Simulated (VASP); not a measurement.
BeTe, 2 atoms in the cell. It takes space group F-43m (No. 216, cubic). The conventional cell has a = 5.663 Å, b = 5.663 Å, c = 5.663 Å, α = 90.00°, β = 90.00°, γ = 90.00°. Within 3.2 Å of Be (site symmetry -43m) lie 4 Te at 2.45 Å. Te (site symmetry -43m) has 4 Be at 2.45 Å within 3.2 Å. 

| Property | Result |
| --- | --- |
| Program | VASP 6.6.1 |
| Task | single point |
| Functional | RPBE |
| Potentials or basis | VASP PAW PBE potentials, release 64 (Be, Te) |
| Cutoff | 600 eV |
| k mesh | 4 × 4 × 4 |
| Occupations | gaussian, width 0.1 eV |
| Spin | no spin polarisation |
| Dipole correction | no |
| Further INCAR settings | ALGO = Normal; EDIFF = 1e-06; NBANDS = 11 |

Potentials or basis: VASP PAW PBE potentials, release 64 (Be, Te).

Run with:

```console
$ cat potpaw_PBE.64/Be/POTCAR potpaw_PBE.64/Te/POTCAR > POTCAR
$ mpirun -np 1 vasp_std > vasp.out
```

Hardware: 1 thread of Intel(R) Xeon(R) Platinum 8375C CPU @ 2.90GHz (Ice Lake) (shared host).

Problem. How long does it take, and how much memory?

Solution. It took 4.9 s on 1 thread of Intel(R) Xeon(R) Platinum 8375C CPU @ 2.90GHz (Ice Lake), on a shared host, peak memory 0.17 GiB. Counts: scf iterations 13, k points 8.
